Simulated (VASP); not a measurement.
Write the native input for VASP 6.6.1 that does the following.

* Task: single point
* Functional: LDA
* Potentials or basis: VASP PAW LDA potentials, release 64 (Tl_d)
* Cutoff: 520 eV
* k mesh: 18 × 18 × 18
* Occupations: gaussian, width 0.15 eV
* Spin: no spin polarisation
* Dipole correction: no
* Further INCAR settings: ALGO = Fast; EDIFF = 1e-06; NBANDS = 12

The structure of Tl lies in POSCAR:

```
Tl
1.0
    0.0000000000      2.1973708579      3.1070823931
    2.1973708579      0.0000000000      3.1070823931
    2.1973708579      2.1973708579      0.0000000000
Tl
1
Direct
    0.0000000000      0.0000000000      0.0000000000
```

This cell differs from its parent crystal: ratio of the length along z to the lengths across it x 1.414, volume and fractional coordinates fixed.

These files were run (other wordings do the same):

INCAR

```
SYSTEM = Tl
PREC     = Accurate       ! precision mode
ENCUT    = 520            ! plane-wave cutoff, eV
EDIFF    = 1E-6           ! SCF threshold, eV
ISMEAR   = 0              ! smearing method
SIGMA    = 0.15           ! smearing width, eV
LREAL    = .False.        ! projectors in reciprocal space
LASPH    = .True.         ! aspherical terms in the spheres
NELM     = 100            ! most SCF steps
ALGO     = Fast           ! electronic algorithm
ISIF     = 2              ! what is computed and relaxed
LWAVE    = .False.        ! write WAVECAR
LCHARG   = .False.        ! write CHGCAR
GGA      = CA             ! functional
NBANDS   = 12             ! bands
```

KPOINTS

```
regular mesh
0
Gamma
  18 18 18
  0 0 0
```

Potentials or basis: VASP PAW LDA potentials, release 64 (Tl_d).

The run is started by

```sh
$ cat potpaw_LDA.64/Tl_d/POTCAR > POTCAR
$ mpirun -np 1 vasp_std > vasp.out
```

It gave:

```yaml
Pressure: -1.7 GPa
```

Run time: 110 s on 1 thread of Intel(R) Xeon(R) Platinum 8375C CPU @ 2.90GHz (Ice Lake) (shared host), peak memory 0.27 GiB.
